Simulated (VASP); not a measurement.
# ZnS (P6_3mc) in VASP: notebook

Runs on ZnS. Level: r2SCAN. Tasks: single point.

Program: VASP 6.6.1. These are calculated values, not measurements. Logs are shortened: lines on timing, memory, paths and dates and some standing lists are left out, and cuts for length are marked.

**1. The cell of the first run**

The structure is hexagonal, space group P6_3mc (No. 186). Conventional cell: a = 4.105 Å, b = 4.105 Å, c = 5.372 Å, α = 90.00°, β = 90.00°, γ = 120.00°. Zn (site symmetry 3m) has 4 S at 2.07 to 2.45 Å within 2.7 Å. Within 2.7 Å of S (site symmetry 3m) lie 4 Zn at 2.07 to 2.45 Å.

**2. Single point, r2SCAN**

POSCAR

```
ZnS
1.0
    4.1052739893      0.0000000000      0.0000000000
   -2.0526369947      3.5552715643      0.0000000000
    0.0000000000      0.0000000000      5.3722983431
Zn S
2 2
Direct
    0.3333333333      0.6666666667      0.0000000000
    0.6666666667      0.3333333333      0.5000000000
    0.3333333333      0.6666666667      0.3850000000
    0.6666666667      0.3333333333      0.8850000000
```

INCAR.step1

```
PREC = Accurate
ENCUT = 520
ISMEAR = 0
SIGMA = 0.05
LREAL = False
LASPH = True
NELM = 100
NBANDS = 26
GGA = PE
ALGO = Normal
EDIFF = 1E-4
LWAVE = True
LCHARG = False
```

INCAR.step2

```
PREC = Accurate
ENCUT = 520
EDIFF = 1E-6
ISMEAR = 0
SIGMA = 0.05
LREAL = False
LASPH = True
NELM = 100
ALGO = Normal
ISIF = 2
LWAVE = False
LCHARG = False
METAGGA = R2SCAN
LMIXTAU = True
NBANDS = 26
ISTART = 1
```

KPOINTS

```
regular mesh
0
Gamma
  12 12 4
```

Potentials or basis: VASP PAW PBE potentials, release 64 (Zn, S).

Command:

```
$ cat potpaw_PBE.64/Zn/POTCAR potpaw_PBE.64/S/POTCAR > POTCAR
$ cp INCAR.step1 INCAR
$ mpirun -np 1 vasp_std > vasp.out
$ cp INCAR.step2 INCAR
$ mpirun -np 1 vasp_std > vasp.out
```

OUTCAR:

```text
PREC = Accurate
   ENCUT = 520
   EDIFF = 1E-6
   ISMEAR = 0
   LREAL = False
   LASPH = True
   NELM = 100
   ISIF = 2
   METAGGA = R2SCAN
   ISTART = 1

 ion  position               nearest neighbor table
   1  0.333  0.667  0.000-   3 2.07   4 2.45   4 2.45   4 2.45
   2  0.667  0.333  0.500-   4 2.07   3 2.45   3 2.45   3 2.45
   3  0.333  0.667  0.385-   1 2.07   2 2.45   2 2.45   2 2.45
   4  0.667  0.333  0.885-   2 2.07   1 2.45   1 2.45   1 2.45

  LATTYP: Found a hexagonal cell.
 ALAT       =     4.1052739893
 C/A-ratio  =     1.3086333232

  Lattice vectors:

 A1 = (   4.1052739893,   0.0000000000,   0.0000000000)
 A2 = (  -2.0526369947,   3.5552715643,   0.0000000000)
 A3 = (   0.0000000000,   0.0000000000,   5.3722983431)

Analysis of symmetry for initial positions (statically):
=====================================================================
 Subroutine PRICEL returns:
 Original cell was already a primitive cell.

 Routine SETGRP: Setting up the symmetry group for a
 hexagonal supercell.

 Subroutine GETGRP returns: Found 12 space group operations
 (whereof  6 operations were pure point group operations)
 out of a pool of 24 trial point group operations.

The static configuration has the point symmetry C_3v.
 The point group associated with its full space group is C_6v.

Analysis of symmetry for dynamics (positions and initial velocities):
=====================================================================
 Subroutine PRICEL returns:
 Original cell was already a primitive cell.

 Routine SETGRP: Setting up the symmetry group for a
 hexagonal supercell.

 Subroutine GETGRP returns: Found 12 space group operations
 (whereof  6 operations were pure point group operations)
 out of a pool of 24 trial point group operations.

The dynamic configuration has the point symmetry C_3v.
 The point group associated with its full space group is C_6v.

 Subroutine INISYM returns: Found 12 space group operations
 (whereof  6 operations are pure point group operations),
 and found     1 'primitive' translations

----------------------------------------------------------------------------------------

                                     Primitive cell

  volume of cell :      78.4106

  direct lattice vectors                    reciprocal lattice vectors
     4.105273989  0.000000000  0.000000000     0.243589101  0.140636233  0.000000000
    -2.052636995  3.555271564  0.000000000     0.000000000  0.281272466  0.000000000
     0.000000000  0.000000000  5.372298343     0.000000000  0.000000000  0.186140072

  length of vectors
     4.105273989  4.105273989  5.372298343     0.281272466  0.281272466  0.186140072

  position of ions in fractional coordinates (direct lattice)
     0.333333333  0.666666667  0.000000000
     0.666666667  0.333333333  0.500000000
     0.333333333  0.666666667  0.385000000
     0.666666667  0.333333333  0.885000000

  ion indices of the primitive-cell ions
   primitive index   ion index
                 1           1
                 2           2
                 3           3
                 4           4

----------------------------------------------------------------------------------------

 KPOINTS: regular mesh

Automatic generation of k-mesh.
 Grid dimensions read from file:
 generate k-points for:   12   12    4

 Generating k-lattice:

  Cartesian coordinates                     Fractional coordinates (reciprocal lattice)
     0.020299092  0.011719686  0.000000000     0.083333333  0.000000000  0.000000000
     0.000000000  0.023439372  0.000000000     0.000000000  0.083333333  0.000000000
     0.000000000  0.000000000  0.046535018     0.000000000  0.000000000  0.250000000

  Length of vectors
     0.023439372  0.023439372  0.046535018

  Shift w.r.t. Gamma in fractional coordinates (k-lattice)
     0.000000000  0.000000000  0.000000000

 Subroutine IBZKPT returns following result:
 ===========================================

 Found     57 irreducible k-points:

 Following reciprocal coordinates:
            Coordinates               Weight
  0.000000  0.000000  0.000000      1.000000
  0.083333  0.000000  0.000000      6.000000
  0.166667 -0.000000  0.000000      6.000000
  0.250000  0.000000  0.000000      6.000000
  0.333333  0.000000  0.000000      6.000000
  0.416667  0.000000  0.000000      6.000000
[... 16 lines left out ...]
  0.250000  0.000000  0.250000     12.000000
  0.333333  0.000000  0.250000     12.000000
 [... further k-points ...]
   k-points           NKPTS =     57   k-points in BZ     NKDIM =     57   number of bands    NBANDS=     26
   number of dos      NEDOS =    301   number of ions     NIONS =      4
   total plane-waves  NPLWV =  40960
   dimension x,y,z NGX =    32 NGY =   32 NGZ =   40
   dimension x,y,z NGXF=    64 NGYF=   64 NGZF=   80
   ions per type =               2   2
   NGX,Y,Z   is equivalent  to a cutoff of  12.96, 12.96, 12.38 a.u.
   NGXF,Y,Z  is equivalent  to a cutoff of  25.92, 25.92, 24.76 a.u.
 SYSTEM =  unknown system
   PREC   = accura    normal or accurate (medium, high low for compatibility)
   ISTART =      1    job   : 0-new  1-cont  2-samecut
   ICHARG =      0    charge: 1-file 2-atom 10-const
   ISPIN  =      1    spin polarized calculation?
   LNONCOLLINEAR =      F non collinear calculations
   LSORBIT =      F    spin-orbit coupling
   LASPH  =      T    aspherical Exc in radial PAW
   ENCUT  =  520.0 eV  38.22 Ry    6.18 a.u.   7.63  7.63  9.99*2*pi/ulx,y,z
   NELM   =    100;   NELMIN=  2; NELMDL=  0     # of ELM steps
   EDIFF  = 0.1E-05   stopping-criterion for ELM
   LREAL  =      F    real-space projection
   EDIFFG = 0.1E-04   stopping-criterion for IOM
   NSW    =      0    number of steps for IOM
   IBRION =     -1    ionic relax: 0-MD 1-quasi-New 2-CG
   NFREE  =      0    steps in history (QN), initial steepest desc. (CG)
   ISIF   =      2    stress and relaxation
   ISYM   =      2    0-nonsym 1-usesym 2-fastsym
   POTIM  = 0.5000    time-step for ionic-motion
   TEBEG  =    0.0;   TEEND  =   0.0 temperature during run
   PSTRESS=    0.0 pullay stress
   NELECT =      36.0000    total number of electrons
   NUPDOWN=      -1.0000    fix difference up-down
   EMIN   =  10.00;   EMAX   =-10.00  energy-range for DOS
   EFERMI =   0.00;   METHOD = LEGACY
   ISMEAR =     0;   SIGMA  =   0.05  broadening in eV -4-tet -1-fermi 0-gaus
   EFERMI_NEDOS =   21; number of points for ismear=-14 and -15
   IALGO  =     38    algorithm
   IMIX   =      4    mixing-type and parameters
     AMIX     =   0.40;   BMIX     =  1.00
     AMIX_MAG =   1.60;   BMIX_MAG =  1.00
  volume/ion in A,a.u.               =      19.60       132.29
  Fermi-wavevector in a.u.,A,eV,Ry     =   1.262944  2.386617 21.701656  1.595027
  Thomas-Fermi vector in A             =   2.396326
   LORBIT       =      0    0 simple, 1 ext, 2 COOP (PROOUT), +10 PAW based schemes
   METAGGA = R2SCAN    functional components
   LHFCALC =     F    Hartree Fock is set to
   AEXX    =    0.0000 exact exchange contribution
   IVDW    =     0    specifies the selected vdW correction
   LEPSILON=     F    determine dielectric tensor
   LRPA    =     F    only Hartree local field effects (RPA)
 non-spin polarized calculation
 Gauss-broadening in eV      SIGMA  =   0.05
  energy-cutoff  :      520.00
  volume of cell :       78.41
 maximum number of plane-waves:      2132
 NGX is ok and might be reduce to    32
   NGX = 15   NGY = 15   NGZ = 19

 number of electron      36.0000000 magnetization

 Free energy of the ion-electron system (eV)
  ---------------------------------------------------
  ext. energy  EPLUGINS =         0.00000000
  ---------------------------------------------------
  free energy    TOTEN  =       -36.53938890 eV

  energy without entropy =      -36.53938890  energy(sigma->0) =      -36.53938890

 E-fermi :   2.2006     XC(G=0): -10.2689

 val. band max:        1.9270424356   @ k =   0.0000   0.0000   0.0000
 cond. band min:       3.8681067592   @ k =   0.0000   0.0000   0.0000
 fundamental gap:      1.9410643236
 Fermi energy:         2.2005879945

 k-point     1 :       0.0000    0.0000    0.0000
  band No.  band energies     occupation
      1     -11.9365      2.00000
      2     -10.4688      2.00000
      3      -4.8082      2.00000
      4      -4.6508      2.00000
      5      -4.6508      2.00000
      6      -4.4900      2.00000
[... 18 lines left out ...]
     25      11.5791      0.00000
     26      11.5791      0.00000

 k-point     2 :       0.0833    0.0000    0.0000
  band No.  band energies     occupation
      1     -11.8980      2.00000
      2     -10.4672      2.00000
      3      -4.8070      2.00000
      4      -4.6465      2.00000
      5      -4.6453      2.00000
      6      -4.4935      2.00000
[... 18 lines left out ...]
     25      11.2196      0.00000
     26      11.4611      0.00000

 k-point     3 :       0.1667   -0.0000    0.0000
  band No.  band energies     occupation
      1     -11.7870      2.00000
      2     -10.4671      2.00000
      3      -4.8031      2.00000
      4      -4.6362      2.00000
      5      -4.6285      2.00000
      6      -4.5017      2.00000
[... 18 lines left out ...]
     25      10.7940      0.00000
     26      11.3114      0.00000

 k-point     4 :       0.2500    0.0000    0.0000
  band No.  band energies     occupation
      1     -11.6177      2.00000
      2     -10.4814      2.00000
      3      -4.7947      2.00000
      4      -4.6257      2.00000
      5      -4.6009      2.00000
      6      -4.5069      2.00000
[... 18 lines left out ...]
     25      11.2870      0.00000
     26      11.7395      0.00000

 k-point     5 :       0.3333    0.0000    0.0000
  band No.  band energies     occupation
      1     -11.4160      2.00000
      2     -10.5242      2.00000
      3      -4.7822      2.00000
      4      -4.6193      2.00000
      5      -4.5661      2.00000
      6      -4.4983      2.00000
[... 18 lines left out ...]
     25      11.9185      0.00000
     26      12.6821      0.00000

 k-point     6 :       0.4167    0.0000    0.0000
  band No.  band energies     occupation
      1     -11.2270      2.00000
      2     -10.5943      2.00000
      3      -4.7709      2.00000
      4      -4.6168      2.00000
      5      -4.5320      2.00000
      6      -4.4844      2.00000
[... 427 lines left out ...]
 k-point    21 :       0.0833    0.0000    0.2500
  band No.  band energies     occupation
      1     -11.7086      2.00000
      2     -10.6950      2.00000
      3      -4.8675      2.00000
      4      -4.6508      2.00000
      5      -4.6462      2.00000
      6      -4.6274      2.00000
[... 18 lines left out ...]
     25      10.7631      0.00000
     26      12.0832      0.00000

 k-point    22 :       0.1667   -0.0000    0.2500
  band No.  band energies     occupation
      1     -11.6067      2.00000
      2     -10.6687      2.00000
      3      -4.8616      2.00000
      4      -4.6558      2.00000
      5      -4.6309      2.00000
      6      -4.6185      2.00000
[... 18 lines left out ...]
     25      10.4606      0.00000
     26      12.1081      0.00000

 k-point    23 :       0.2500    0.0000    0.2500
  band No.  band energies     occupation
      1     -11.4531      2.00000
      2     -10.6420      2.00000
      3      -4.8519      2.00000
      4      -4.6659      2.00000
      5      -4.6126      2.00000
      6      -4.5957      2.00000
[... 18 lines left out ...]
     25      10.8032      0.00000
     26      12.0519      0.00000

 k-point    24 :       0.3333    0.0000    0.2500
  band No.  band energies     occupation
      1     -11.2742      2.00000
      2     -10.6343      2.00000
      3      -4.8403      2.00000
      4      -4.6720      2.00000
      5      -4.5974      2.00000
      6      -4.5623      2.00000
[... 18 lines left out ...]
     25      11.7391      0.00000
     26      12.1495      0.00000

 [... further k-points ...]

------------------------ aborting loop because EDIFF is reached ----------------------------------------

  FORCE on cell =-STRESS in cart. coord.  units (eV):
  Direction    XX          YY          ZZ          XY          YZ          ZX
  --------------------------------------------------------------------------------------
  -------------------------------------------------------------------------------------
  Total       -3.2073356     -3.2073356     14.9692977      0.0000000      0.0000000      0.0000000
  in kB      -65.5360020    -65.5360020    305.8700521      0.0000000      0.0000000      0.0000000
  external PRESSURE =      58.2660160 kB  Pullay stress =       0.0000000 kB

 VOLUME and BASIS-vectors are now :
 -----------------------------------------------------------------------------
  energy-cutoff  :      520.00
  volume of cell :       78.41
      direct lattice vectors                 reciprocal lattice vectors
     4.105273989  0.000000000  0.000000000     0.243589101  0.140636233  0.000000000
    -2.052636995  3.555271564  0.000000000     0.000000000  0.281272466  0.000000000
     0.000000000  0.000000000  5.372298343     0.000000000  0.000000000  0.186140072

 POSITION                                       TOTAL-FORCE (eV/Angst)
 -----------------------------------------------------------------------------------
     -0.00000      2.37018      0.00000        -0.000000      0.000000     -2.484460
      2.05264      1.18509      2.68615         0.000000     -0.000000     -2.484460
     -0.00000      2.37018      2.06833         0.000000      0.000000      2.484460
      2.05264      1.18509      4.75448         0.000000      0.000000      2.484460
 -----------------------------------------------------------------------------------
    total drift:                               -0.000000     -0.000000     -0.014759

  FREE ENERGIE OF THE ION-ELECTRON SYSTEM (eV)
  ---------------------------------------------------
  free  energy   TOTEN  =       -36.5393888973 eV

  energy  without entropy=      -36.5393888973  energy(sigma->0) =      -36.53938890
```

Run time: 3.3 min. Hardware: 1 thread of AMD EPYC 9R45 (Zen 5), shared host; peak memory 0.23 GiB.

Results:

- Free energy: -36.5394 eV
- Pressure: 5.8 GPa
- Largest force: 2.484 eV/Å
- Band gap on the k mesh: 1.94 eV

Forces in eV/Å, atoms in the order of the input:
```
Zn   0.000  0.000 -2.484
Zn   0.000  0.000 -2.484
S    0.000  0.000  2.484
S    0.000  0.000  2.484
```

Caveat: the cell stands under pressure; the PAW data sets were made with another functional, which shifts forces and pressure a little. A k mesh can miss the band edges.

(Continued in part 2 of 2.)
